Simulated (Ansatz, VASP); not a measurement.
# Two plane-wave programs on Sb

INCAR

```
ALGO     = Normal         # electronic algorithm
DIPOL    = 0.5 0.5 0.345
EDIFF    = 1E-6           # SCF threshold, eV
ENCUT    = 400            # plane-wave cutoff, eV
GGA      = CA             # functional
GGA_COMPAT= False        
IDIPOL   = 3            
ISIF     = 2              # what is computed and relaxed
ISMEAR   = 0              # smearing method
LASPH    = True           # aspherical terms in the spheres
LCHARG   = True           # write CHGCAR
LDIPOL   = True         
LELF     = True           # ELF
LREAL    = False          # projectors in reciprocal space
LVACPOTAV= True         
LVHAR    = True         
LWAVE    = False          # write WAVECAR
NBANDS   = 22             # bands
NELM     = 120            # most SCF steps
NELMDL   = -8           
PREC     = Accurate       # precision mode
SIGMA    = 0.01           # smearing width, eV
```

Contents of KPOINTS:

```
k-points
0
Gamma
  12 12 1
```

File POSCAR:

```
Sb
1.0
    4.1051830053      0.0000000000      0.0000000000
   -2.0525915027      3.5551927698      0.0000000000
    0.0000000000      0.0000000000     26.8552477996
Sb
2
Direct
    0.3333333333      0.6666666667      0.3149797942
    0.6666666667      0.3333333333      0.3749272228
```

Input for Ansatz:

```yaml
crystal:
  lattice:
    - [4.1051830053, 0.0, 0.0]
    - [-2.0525915027, 3.5551927698, 0.0]
    - [0.0, 0.0, 26.8552477996]
  atoms:
    - { symbol: Sb, position: [0.3333333333, 0.6666666667, 0.3149797942] }
    - { symbol: Sb, position: [0.6666666667, 0.3333333333, 0.3749272228] }
  periodic: [true, true, false]
kpoints:
  mp_grid: { grid: [12, 12, 1] }
  band_path:
    path:
      - [0.0, 0.0, 0.0]
      - [0.5, 0.0, 0.0]
      - [0.3333333333, 0.3333333333, 0.0]
      - [0.0, 0.307292, 0.0]
    npoints: 1
hamiltonian:
  xc: lda
scf:
  occupations: { method: fixed }
  n_extra_bands: 4
output:
  forces: true
  stress: true
  eigenvalues: true
```

Alike in both runs: task single point; functional LDA; k mesh 12 × 12 × 1; no spin polarisation.

|  | VASP | Ansatz |
| --- | --- | --- |
| version | VASP 6.6.1 | Ansatz 0.2.0 |
| potentials or method | VASP PAW LDA potentials, release 64 (Sb_d_GW) | plane waves, PAW |
| plane-wave cutoff (eV) | 400 | 420 |
| occupations | gaussian, width 0.01 eV | fixed |
| valence electrons in the cell | 30 | 30 |

```tsv
	VASP	Ansatz	Ansatz less VASP
gap on the k mesh at the Fermi level (eV)	1.30	1.30	-0.005
rms of the force components (eV/Å)	0.103	0.112	+0.0092
```

LDA's correlation is that of Perdew and Zunger in VASP and of Perdew and Wang (1992) in Ansatz. Atom by atom the forces differ by 0.009 eV/Å (rms over components).

Spin-orbit coupling is off throughout.
